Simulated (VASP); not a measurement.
Wanted: the native input for a VASP 6.6.1 run.

- Task: single point
- Functional: revPBE
- Dispersion: D3(BJ)
- Potentials or basis: VASP PAW PBE potentials, release 64 (Au)
- Cutoff: 500 eV
- k mesh: 9 × 9 × 5
- Occupations: methfessel-paxton, width 0.02 eV
- Spin: no spin polarisation
- Dipole correction: no
- Further INCAR settings: ALGO = Normal; EDIFF = 1e-06; NBANDS = 18

The structure of Au lies in POSCAR:

```
Au
1.0
    2.9000000000      0.0000000000      0.0000000000
   -1.4500000000      2.5114700000      0.0000000000
    0.0000000000      0.0000000000      4.8800000000
Au
2
Direct
    0.3333333333      0.6666666667      0.7500000000
    0.6666666667      0.3333333333      0.2500000000
```

This isn't the form of Au at room conditions, which is fcc.

One way to write it, as run:

INCAR

```
PREC = Accurate ; ENCUT = 500
EDIFF = 1E-6 ; ISMEAR = 1
SIGMA = 0.02 ; LREAL = F
LASPH = T ; NELM = 120
ALGO = Normal ; ISIF = 2
LWAVE = F ; LCHARG = F
GGA = RE ; IVDW = 12
NBANDS = 18 ; GGA_COMPAT = F
```

KPOINTS

```
regular mesh
0
Gamma
  9 9 5
```

Potentials or basis: VASP PAW PBE potentials, release 64 (Au).

Launch:

```bash
$ cat potpaw_PBE.64/Au/POTCAR > POTCAR
$ mpirun -np 1 vasp_std > vasp.out
```

Results of the run:

The pressure is -7.1 GPa and the band gap on the k mesh is zero (bands 11 and 12 overlap by 6.00 eV). The dispersion energy per atom is -1.208 eV.

Caveat: three body term missing; the cell stands under tension; the PAW data sets were made with another functional, which shifts forces and pressure a little; spin-orbit coupling is left out, which moves the levels of the heavy elements.

It took 8.7 s on 1 thread of Intel(R) Xeon(R) 6975P-C (Granite Rapids), with other jobs on the host, peak memory 0.17 GiB.
